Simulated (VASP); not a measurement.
Here is a VASP 6.6.1 calculation.

The input POSCAR:

```
MgIn2N2
1.0
    1.6701480000      0.9642600000      7.7724940000
   -1.6701480000      0.9642600000      7.7724940000
    0.0000000000     -1.9285210000      7.7724940000
Mg In N
1 2 2
Direct
    0.0000000000      0.0000000000      0.0000000000
    0.4390070000      0.4390070000      0.4390070000
    0.5609930000      0.5609930000      0.5609930000
    0.2772770000      0.2772770000      0.2772770000
    0.7227230000      0.7227230000      0.7227230000
```

File INCAR.step1:

```
PREC     = Accurate       # precision mode
ENCUT    = 520            # plane-wave cutoff, eV
ISMEAR   = 0              # smearing method
SIGMA    = 0.01           # smearing width, eV
LREAL    = F              # projectors in reciprocal space
LASPH    = T              # aspherical terms in the spheres
NELM     = 100            # most SCF steps
NBANDS   = 27             # bands
GGA      = PE             # functional
ALGO     = Normal         # electronic algorithm
EDIFF    = 1E-4           # SCF threshold, eV
LWAVE    = T              # write WAVECAR
LCHARG   = F              # write CHGCAR
```

INCAR.step2

```
PREC     = Accurate       # precision mode
ENCUT    = 520            # plane-wave cutoff, eV
EDIFF    = 1E-7           # SCF threshold, eV
ISMEAR   = 0              # smearing method
SIGMA    = 0.01           # smearing width, eV
LREAL    = F              # projectors in reciprocal space
LASPH    = T              # aspherical terms in the spheres
NELM     = 100            # most SCF steps
ALGO     = Normal         # electronic algorithm
ISIF     = 2              # what is computed and relaxed
LWAVE    = F              # write WAVECAR
LCHARG   = T              # write CHGCAR
METAGGA  = R2SCAN         # meta-GGA
LMIXTAU  = T            
LELF     = T              # ELF
LVHAR    = T            
NBANDS   = 27             # bands
ISTART   = 1
```

KPOINTS

```
regular mesh
0
Gamma
  7 7 7
```

Potentials or basis: VASP PAW PBE potentials, release 64 (Mg, In_d, N).

The run is started by

```sh
$ cat potpaw_PBE.64/Mg/POTCAR potpaw_PBE.64/In_d/POTCAR potpaw_PBE.64/N/POTCAR > POTCAR
$ cp INCAR.step1 INCAR
$ mpirun -np 1 vasp_std > vasp.out
$ cp INCAR.step2 INCAR
$ mpirun -np 1 vasp_std > vasp.out
```

(1) Estimate the band gap on the k mesh.

(2) Predict the pressure.

(3) Predict the largest force.

## Answers

(1) 0.66 eV (least direct gap 0.94 eV).

(2) -3.7 GPa.

(3) 0.195 eV/Å.

Caveat: the cell stands under tension; the PAW data sets were made with another functional, which shifts forces and pressure a little; spin-orbit coupling is left out, which moves the levels of the heavy elements; an odd mesh through Γ misses points on the zone boundary, where band edges can lie.
